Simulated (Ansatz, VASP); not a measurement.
## One calculation of MgO, two programs

Contents of INCAR:

```
SYSTEM = MgO
ALGO = Normal
EDIFF = 1E-6
ENCUT = 520
GGA = PE
ISIF = 2
ISMEAR = 0
LASPH = .True.
LCHARG = .False.
LREAL = .False.
LWAVE = .False.
NBANDS = 16
NELM = 60
PREC = Accurate
SIGMA = 0.05
```

Contents of KPOINTS:

```
k-points
0
Gamma
  9 9 6
  0 0 0
```

Contents of POSCAR:

```
MgO
1.0
    3.4248376843      0.0000000000      0.0000000000
   -1.7124188422      2.9659964385      0.0000000000
    0.0000000000      0.0000000000      4.1232297260
Mg O
2 2
Direct
    0.6666666667      0.3333333333      0.7500000000
    0.3333333333      0.6666666667      0.2500000000
    0.6666666667      0.3333333333      0.2500000000
    0.3333333333      0.6666666667      0.7500000000
```

Input for Ansatz:

```yaml
crystal:
  lattice:
    - [3.4248376843, 0.0, 0.0]
    - [-1.7124188422, 2.9659964385, 0.0]
    - [0.0, 0.0, 4.123229726]
  atoms:
    - { symbol: Mg, position: [0.6666666667, 0.3333333333, 0.75] }
    - { symbol: Mg, position: [0.3333333333, 0.6666666667, 0.25] }
    - { symbol: O, position: [0.6666666667, 0.3333333333, 0.25] }
    - { symbol: O, position: [0.3333333333, 0.6666666667, 0.75] }
basis:
  ecutwfc: 520.0
kpoints:
  mp_grid: { grid: [9, 9, 6] }
hamiltonian:
  xc: pbe
  pseudopotentials: { kind: paw, azcp: { folder: soft_1 } }
scf:
  occupations: { method: gaussian, width: 0.05 }
output:
  forces: true
  stress: true
  eigenvalues: true
```

Alike in both runs: task single point; functional PBE; k mesh 9 × 9 × 6; occupations gaussian, width 0.05 eV; no spin polarisation.

|  | VASP | Ansatz |
| --- | --- | --- |
| version | VASP 6.6.1 | Ansatz 0.2.0 |
| potentials or method | VASP PAW PBE potentials, release 64 (Mg, O), cutoff 520 eV | scalar-relativistic, plane waves, PAW |
| valence electrons in the cell | 16 | 32 |

Ansatz gave:

```
gap on the k mesh at the Fermi level (eV)                     : 3.71
least direct gap on the mesh (eV)                             : 3.71
pressure (GPa)                                                : 12.2
traceless stress, the component that is largest in VASP (GPa) : 0.45
```

**Question.** Estimate VASP's values.

**Answer.** gap on the k mesh at the Fermi level (eV): 3.69; least direct gap on the mesh (eV): 3.69; pressure (GPa): 11.7; traceless stress, the component that is largest in VASP (GPa): 0.30.

With one functional, cell and mesh, what is left measures potentials, basis and numerics. VASP's potentials hold 16 valence electrons a cell and Ansatz's 32, so a difference there can come from the potentials and not from the codes.
